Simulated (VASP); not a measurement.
# CaIr3 (P6_3/mmc) in VASP: single point with PBE

Aim: the single point of CaIr3 with PBE.

Program: VASP 6.6.1. These are calculated values, not measurements. Logs are shortened: lines on timing, memory, paths and dates and some standing lists are left out, and cuts for length are marked.

## (1) The cell of the first run

Symmetry: P6_3/mmc, No. 194, hexagonal system. Conventional cell: a = 5.752 Å, b = 5.752 Å, c = 4.629 Å, α = 90.00°, β = 90.00°, γ = 120.00°. Ca (site symmetry -6m2) has 12 Ir at 2.88 to 2.90 Å within 3.8 Å. Within 3.6 Å of Ir (site symmetry mm2) lie 8 Ir at 2.74 to 3.01 Å and 4 Ca at 2.88 to 2.90 Å.

## (2) Single point, PBE

INCAR reads:

```
SYSTEM = CaIr3
PREC = Accurate
ENCUT = 520
EDIFF = 1E-7
ISMEAR = 0
SIGMA = 0.1
LREAL = .FALSE.
LASPH = .TRUE.
NELM = 80
ALGO = Fast
ISIF = 2
LWAVE = .FALSE.
LCHARG = .TRUE.
GGA = PE
LELF = .TRUE.
LVHAR = .TRUE.
NBANDS = 47
```

KPOINTS reads:

```
regular mesh
0
G
  12 12 8
  0 0 0
```

POSCAR reads:

```
CaIr3
1.0
    5.7520565735      0.0000000000      0.0000000000
   -2.8760282867      4.9814271167      0.0000000000
    0.0000000000      0.0000000000      4.6286966063
Ca Ir
2 6
Direct
    0.3333333333      0.6666666667      0.2500000000
    0.6666666667      0.3333333333      0.7500000000
    0.8412484791      0.6824969583      0.2500000000
    0.1587515209      0.8412484791      0.7500000000
    0.3175030417      0.1587515209      0.2500000000
    0.1587515209      0.3175030417      0.7500000000
    0.8412484791      0.1587515209      0.2500000000
    0.6824969583      0.8412484791      0.7500000000
```

Potentials or basis: VASP PAW PBE potentials, release 64 (Ca_sv, Ir).

Command:

```bash
$ cat potpaw_PBE.64/Ca_sv/POTCAR potpaw_PBE.64/Ir/POTCAR > POTCAR
$ mpirun -np 1 vasp_std > vasp.out
```

OUTCAR:

```text
SYSTEM = CaIr3
   PREC = Accurate
   ENCUT = 520
   EDIFF = 1E-7
   ISMEAR = 0
   LREAL = .FALSE.
   LASPH = .TRUE.
   NELM = 80
   ISIF = 2
   GGA = PE

 ion  position               nearest neighbor table
   1  0.333  0.667  0.250-   3 2.88   3 2.88   5 2.88   5 2.88   7 2.88   7 2.88   4 2.90   4 2.90
                             8 2.90   8 2.90   6 2.90   6 2.90
   2  0.667  0.333  0.750-   6 2.88   6 2.88   8 2.88   8 2.88   4 2.88   4 2.88   7 2.90   7 2.90
                             5 2.90   5 2.90   3 2.90   3 2.90
   3  0.841  0.682  0.250-   7 2.74   5 2.74   8 2.80   8 2.80   4 2.80   4 2.80   1 2.88   1 2.88
                             2 2.90   2 2.90   7 3.01   5 3.01
   4  0.159  0.841  0.750-   8 2.74   6 2.74   3 2.80   3 2.80   5 2.80   5 2.80   2 2.88   2 2.88
                             1 2.90   1 2.90   8 3.01   6 3.01
   5  0.318  0.159  0.250-   7 2.74   3 2.74   6 2.80   6 2.80   4 2.80   4 2.80   1 2.88   1 2.88
                             2 2.90   2 2.90   7 3.01   3 3.01
   6  0.159  0.318  0.750-   4 2.74   8 2.74   5 2.80   5 2.80   7 2.80   7 2.80   2 2.88   2 2.88
                             1 2.90   1 2.90   4 3.01   8 3.01
   7  0.841  0.159  0.250-   5 2.74   3 2.74   6 2.80   6 2.80   8 2.80   8 2.80   1 2.88   1 2.88
                             2 2.90   2 2.90   5 3.01   3 3.01
   8  0.682  0.841  0.750-   4 2.74   6 2.74   3 2.80   3 2.80   7 2.80   7 2.80   2 2.88   2 2.88
                             1 2.90   1 2.90   4 3.01   6 3.01

  LATTYP: Found a hexagonal cell.
 ALAT       =     5.7520565735
 C/A-ratio  =     0.8047029001

  Lattice vectors:

 A1 = (   5.7520565735,   0.0000000000,   0.0000000000)
 A2 = (  -2.8760282867,   4.9814271167,   0.0000000000)
 A3 = (   0.0000000000,   0.0000000000,   4.6286966063)

Analysis of symmetry for initial positions (statically):
=====================================================================
 Subroutine PRICEL returns:
 Original cell was already a primitive cell.

 Routine SETGRP: Setting up the symmetry group for a
 hexagonal supercell.

 Subroutine GETGRP returns: Found 24 space group operations
 (whereof 12 operations were pure point group operations)
 out of a pool of 24 trial point group operations.

The static configuration has the point symmetry D_3d.
 The point group associated with its full space group is D_6h.

Analysis of symmetry for dynamics (positions and initial velocities):
=====================================================================
 Subroutine PRICEL returns:
 Original cell was already a primitive cell.

 Routine SETGRP: Setting up the symmetry group for a
 hexagonal supercell.

 Subroutine GETGRP returns: Found 24 space group operations
 (whereof 12 operations were pure point group operations)
 out of a pool of 24 trial point group operations.

The dynamic configuration has the point symmetry D_3d.
 The point group associated with its full space group is D_6h.

 Subroutine INISYM returns: Found 24 space group operations
 (whereof 12 operations are pure point group operations),
 and found     1 'primitive' translations

----------------------------------------------------------------------------------------

                                     Primitive cell

  volume of cell :     132.6281

  direct lattice vectors                    reciprocal lattice vectors
     5.752056573  0.000000000  0.000000000     0.173850863  0.100372843  0.000000000
    -2.876028287  4.981427117  0.000000000     0.000000000  0.200745685  0.000000000
     0.000000000  0.000000000  4.628696606     0.000000000  0.000000000  0.216043540

  length of vectors
     5.752056573  5.752056574  4.628696606     0.200745685  0.200745685  0.216043540

  position of ions in fractional coordinates (direct lattice)
     0.333333333  0.666666667  0.250000000
     0.666666667  0.333333333  0.750000000
     0.841248479  0.682496958  0.250000000
     0.158751521  0.841248479  0.750000000
     0.317503042  0.158751521  0.250000000
     0.158751521  0.317503042  0.750000000
     0.841248479  0.158751521  0.250000000
     0.682496958  0.841248479  0.750000000

  ion indices of the primitive-cell ions
   primitive index   ion index
                 1           1
                 2           2
                 3           3
                 4           4
                 5           5
                 6           6
                 7           7
                 8           8

----------------------------------------------------------------------------------------

 KPOINTS: regular mesh

Automatic generation of k-mesh.
 Grid dimensions read from file:
 generate k-points for:   12   12    8

 Generating k-lattice:

  Cartesian coordinates                     Fractional coordinates (reciprocal lattice)
     0.014487572  0.008364404  0.000000000     0.083333333  0.000000000  0.000000000
     0.000000000  0.016728807  0.000000000     0.000000000  0.083333333  0.000000000
     0.000000000  0.000000000  0.027005442     0.000000000  0.000000000  0.125000000

  Length of vectors
     0.016728807  0.016728807  0.027005442

  Shift w.r.t. Gamma in fractional coordinates (k-lattice)
     0.000000000  0.000000000  0.000000000

 Subroutine IBZKPT returns following result:
 ===========================================

 Found     95 irreducible k-points:

 Following reciprocal coordinates:
            Coordinates               Weight
  0.000000  0.000000  0.000000      1.000000
  0.083333  0.000000  0.000000      6.000000
  0.166667  0.000000  0.000000      6.000000
  0.250000  0.000000  0.000000      6.000000
  0.333333  0.000000  0.000000      6.000000
  0.416667  0.000000  0.000000      6.000000
[... 16 lines left out ...]
  0.250000  0.000000  0.125000     12.000000
  0.333333  0.000000  0.125000     12.000000
 [... further k-points ...]
   k-points           NKPTS =     95   k-points in BZ     NKDIM =     95   number of bands    NBANDS=     47
   number of dos      NEDOS =    301   number of ions     NIONS =      8
   total plane-waves  NPLWV =  82944
   dimension x,y,z NGX =    48 NGY =   48 NGZ =   36
   dimension x,y,z NGXF=    96 NGYF=   96 NGZF=   72
   ions per type =               2   6
   NGX,Y,Z   is equivalent  to a cutoff of  13.87, 13.87, 12.93 a.u.
   NGXF,Y,Z  is equivalent  to a cutoff of  27.75, 27.75, 25.86 a.u.
 SYSTEM =  CaIr3
   PREC   = accura    normal or accurate (medium, high low for compatibility)
   ISTART =      0    job   : 0-new  1-cont  2-samecut
   ICHARG =      2    charge: 1-file 2-atom 10-const
   ISPIN  =      1    spin polarized calculation?
   LNONCOLLINEAR =      F non collinear calculations
   LSORBIT =      F    spin-orbit coupling
   LASPH  =      T    aspherical Exc in radial PAW
   ENCUT  =  520.0 eV  38.22 Ry    6.18 a.u.  10.70 10.70  8.61*2*pi/ulx,y,z
   NELM   =     80;   NELMIN=  2; NELMDL= -5     # of ELM steps
   EDIFF  = 0.1E-06   stopping-criterion for ELM
   LREAL  =      F    real-space projection
   EDIFFG = 0.1E-05   stopping-criterion for IOM
   NSW    =      0    number of steps for IOM
   IBRION =     -1    ionic relax: 0-MD 1-quasi-New 2-CG
   NFREE  =      0    steps in history (QN), initial steepest desc. (CG)
   ISIF   =      2    stress and relaxation
   ISYM   =      2    0-nonsym 1-usesym 2-fastsym
   POTIM  = 0.5000    time-step for ionic-motion
   TEBEG  =    0.0;   TEEND  =   0.0 temperature during run
   PSTRESS=    0.0 pullay stress
   NELECT =      74.0000    total number of electrons
   NUPDOWN=      -1.0000    fix difference up-down
   EMIN   =  10.00;   EMAX   =-10.00  energy-range for DOS
   EFERMI =   0.00;   METHOD = LEGACY
   ISMEAR =     0;   SIGMA  =   0.10  broadening in eV -4-tet -1-fermi 0-gaus
   EFERMI_NEDOS =   21; number of points for ismear=-14 and -15
   IALGO  =     68    algorithm
   IMIX   =      4    mixing-type and parameters
     AMIX     =   0.40;   BMIX     =  1.00
     AMIX_MAG =   1.60;   BMIX_MAG =  1.00
  volume/ion in A,a.u.               =      16.58       111.88
  Fermi-wavevector in a.u.,A,eV,Ry     =   1.347742  2.546864 24.713749  1.816409
  Thomas-Fermi vector in A             =   2.475468
   LORBIT       =      0    0 simple, 1 ext, 2 COOP (PROOUT), +10 PAW based schemes
   GGA     = PE    functional components
   LHFCALC =     F    Hartree Fock is set to
   AEXX    =    0.0000 exact exchange contribution
   IVDW    =     0    specifies the selected vdW correction
   LEPSILON=     F    determine dielectric tensor
   LRPA    =     F    only Hartree local field effects (RPA)
 non-spin polarized calculation
 RMM-DIIS sequential band-by-band and
 Gauss-broadening in eV      SIGMA  =   0.10
  energy-cutoff  :      520.00
  volume of cell :      132.63
 maximum number of plane-waves:      3605
 NGX is ok and might be reduce to    48
   NGX = 21   NGY = 21   NGZ = 17

 number of electron      74.0000003 magnetization

 Free energy of the ion-electron system (eV)
  ---------------------------------------------------
  ext. energy  EPLUGINS =         0.00000000
  ---------------------------------------------------
  free energy    TOTEN  =       -55.71769238 eV

  energy without entropy =      -55.65377949  energy(sigma->0) =      -55.68573593

 E-fermi :   6.8844     XC(G=0): -12.5627

 val. band max:        6.8827710913   @ k =   0.3333   0.3333   0.5000
 cond. band min:       6.8861218617   @ k =   0.2500   0.2500   0.5000
 fundamental gap:      0.0033507704
 Fermi energy:         6.8844284080

 k-point     1 :       0.0000    0.0000    0.0000
  band No.  band energies     occupation
      1     -31.4721      2.00000
      2     -31.4598      2.00000
      3     -12.7332      2.00000
      4     -12.7332      2.00000
      5     -12.7081      2.00000
      6     -12.6694      2.00000
[... 39 lines left out ...]
     46      10.5653      0.00000
     47      12.6929      0.00000
[... 1148 lines left out ...]
     46      11.4496      0.00000
     47      12.1515      0.00000

 [... further k-points ...]

------------------------ aborting loop because EDIFF is reached ----------------------------------------

  FORCE on cell =-STRESS in cart. coord.  units (eV):
  Direction    XX          YY          ZZ          XY          YZ          ZX
  --------------------------------------------------------------------------------------
  -------------------------------------------------------------------------------------
  Total        0.3635378      0.3635378      0.3783274      0.0000000      0.0000000      0.0000000
  in kB        4.3916171      4.3916171      4.5702788      0.0000000      0.0000000      0.0000000
  external PRESSURE =       4.4511710 kB  Pullay stress =       0.0000000 kB

 VOLUME and BASIS-vectors are now :
 -----------------------------------------------------------------------------
  energy-cutoff  :      520.00
  volume of cell :      132.63
      direct lattice vectors                 reciprocal lattice vectors
     5.752056573  0.000000000  0.000000000     0.173850863  0.100372843  0.000000000
    -2.876028287  4.981427117  0.000000000     0.000000000  0.200745685  0.000000000
     0.000000000  0.000000000  4.628696606     0.000000000  0.000000000  0.216043540

 POSITION                                       TOTAL-FORCE (eV/Angst)
 -----------------------------------------------------------------------------------
     -0.00000      3.32095      1.15717         0.000000      0.000000      0.000000
      2.87603      1.66048      3.47152         0.000000      0.000000      0.000000
      2.87603      3.39981      1.15717        -0.000000     -0.007346     -0.000000
     -1.50631      4.19062      3.47152         0.006362     -0.003673      0.000000
      1.36972      0.79081      1.15717         0.006362      0.003673      0.000000
      0.00000      1.58162      3.47152         0.000000      0.007346      0.000000
      4.38233      0.79081      1.15717        -0.006362      0.003673      0.000000
      1.50631      4.19062      3.47152        -0.006362     -0.003673      0.000000
 -----------------------------------------------------------------------------------
    total drift:                               -0.000000      0.000000      0.000000

  FREE ENERGIE OF THE ION-ELECTRON SYSTEM (eV)
  ---------------------------------------------------
  free  energy   TOTEN  =       -55.7176923776 eV

  energy  without entropy=      -55.6537794897  energy(sigma->0) =      -55.68573593
```

Run time: 48 min. Hardware: 1 thread of Intel Xeon 8259CL, shared host; peak memory 0.6 GiB.

What came out:

```
Free energy            : -55.7177 eV
Pressure               : 0.4 GPa
Largest force          : 0.007 eV/Å
Band gap on the k mesh : zero (bands 37 and 38 overlap by 1.72 eV)
```

Forces in eV/Å, atoms in the order of the input:
```
Ca   0.000  0.000  0.000
Ca   0.000  0.000  0.000
Ir   0.000 -0.007  0.000
Ir   0.006 -0.004  0.000
Ir   0.006  0.004  0.000
Ir   0.000  0.007  0.000
Ir  -0.006  0.004  0.000
Ir  -0.006 -0.004  0.000
```

Levels at points of the mesh, in eV from the Fermi level:
| k point | band 35 | band 36 | band 37 | band 38 | band 39 | band 40 |
| --- | --- | --- | --- | --- | --- | --- |
| (0.00, 0.00, 0.00) | -0.25 | -0.25 | 0.51 | 1.27 | 1.36 | 1.45 |
| (0.50, 0.00, 0.00) | -0.79 | -0.47 | -0.32 | -0.31 | -0.28 | 0.98 |
| (0.00, 0.00, 0.50) | 0.61 | 0.61 | 0.61 | 0.61 | 1.45 | 1.45 |
| (0.50, 0.00, 0.50) | -0.53 | -0.53 | 0.00 | 0.00 | 0.63 | 0.63 |

Caveat: spin-orbit coupling is left out, which moves the levels of the heavy elements.
